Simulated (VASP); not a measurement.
A run of VASP 6.6.1 is set up as follows.

Contents of INCAR:

```
SYSTEM = Fe3W
PREC = Accurate ; ENCUT = 520
EDIFF = 1E-6 ; ISMEAR = -1
SIGMA = 0.05 ; LREAL = .False.
LASPH = .True. ; NELM = 150
ALGO = Normal ; ISIF = 2
LWAVE = .False. ; LCHARG = .True.
ISPIN = 2 ; MAGMOM = 0.8 0.8 0.8 -0.2
LORBIT = 11 ; LMAXMIX = 4
GGA = PS ; LELF = .True.
LVHAR = .True. ; NBANDS = 31
```

Contents of KPOINTS:

```
regular mesh
0
Gamma
  8 8 8
  0 0 0
```

Contents of POSCAR:

```
Fe3W
1.0
    3.6335815567      0.0000000000      0.0000000000
    0.0000000000      3.6335815567      0.0000000000
    0.0000000000      0.0000000000      3.6335815567
Fe W
3 1
Direct
    0.0000000000      0.5000000000      0.5000000000
    0.5000000000      0.0000000000      0.5000000000
    0.5000000000      0.5000000000      0.0000000000
    0.0000000000      0.0000000000      0.0000000000
```

Potentials or basis: VASP PAW PBE potentials, release 64 (Fe, W_sv).

Command:

```bash
$ cat potpaw_PBE.64/Fe/POTCAR potpaw_PBE.64/W_sv/POTCAR > POTCAR
$ mpirun -np 1 vasp_std > vasp.out
```

Question: Predict the site moments.

Answer: Fe +0.79; W -0.30 μB.

Question: Predict the net moment.

Answer: 2.08 μB per cell.

Question: What does it give for the pressure?

Answer: -13.7 GPa.

Caveat: the cell stands under tension; the PAW data sets were made with another functional, which shifts forces and pressure a little.
